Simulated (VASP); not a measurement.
## KCl: single point with PBE

The system is KCl.

```
K Cl
1.0
     3.55508    0.00000    0.00000
     0.00000    3.55508    0.00000
     0.00000    0.00000    3.77117
K Cl
1 1
Direct
  0.00000 0.00000 0.00000
  0.50000 0.50000 0.50000
```

This cell differs from its parent crystal: biaxial xy strain -5.7%.

```
Program                : VASP 6.6.1
Task                   : single point
Functional             : PBE
Potentials or basis    : VASP PAW PBE potentials, release 64 (K_sv, Cl)
Cutoff                 : 520 eV
k mesh                 : 8 × 8 × 8
Occupations            : fermi-dirac, width 0.02 eV
Spin                   : no spin polarisation
Dipole correction      : no
Further INCAR settings : ALGO = Normal; EDIFF = 1e-06; NBANDS = 15
```

The pressure is 4.8 GPa. The band gap on the k mesh is 5.40 eV, indirect (least direct gap 5.62 eV).

Stress tensor (GPa, compression positive):
```
5.83 0.00 0.00
0.00 5.83 0.00
0.00 0.00 2.78
```

Levels at points of the mesh, in eV from the valence-band top:
```csv
k point,band 5,band 6,band 7,band 8,band 9,band 10,band 11,band 12
"(0.00, 0.00, 0.00)",-11.28,-0.58,-0.22,-0.22,5.40,6.19,6.36,10.81
"(0.50, 0.00, 0.00)",-11.13,-2.39,-0.66,-0.24,7.86,8.45,9.29,10.08
"(0.50, 0.50, 0.00)",-11.21,-1.59,-1.59,-0.30,6.22,6.98,8.53,8.53
"(0.00, 0.00, 0.50)",-11.01,-2.35,-0.32,-0.32,7.73,8.47,8.77,10.12
"(0.50, 0.00, 0.50)",-11.19,-1.67,-1.49,0.00,6.11,7.54,9.04,9.24
"(0.50, 0.50, 0.50)",-11.47,-1.92,-1.92,-1.80,9.07,9.34,9.34,10.14
```

Wall time 26 s on 1 thread of Intel(R) Xeon(R) Platinum 8488C (Sapphire Rapids), with other jobs on the host, peak memory 0.19 GiB.

Caveat: the cell differs from its parent crystal (biaxial xy strain -5.7%). A k mesh can miss the band edges.
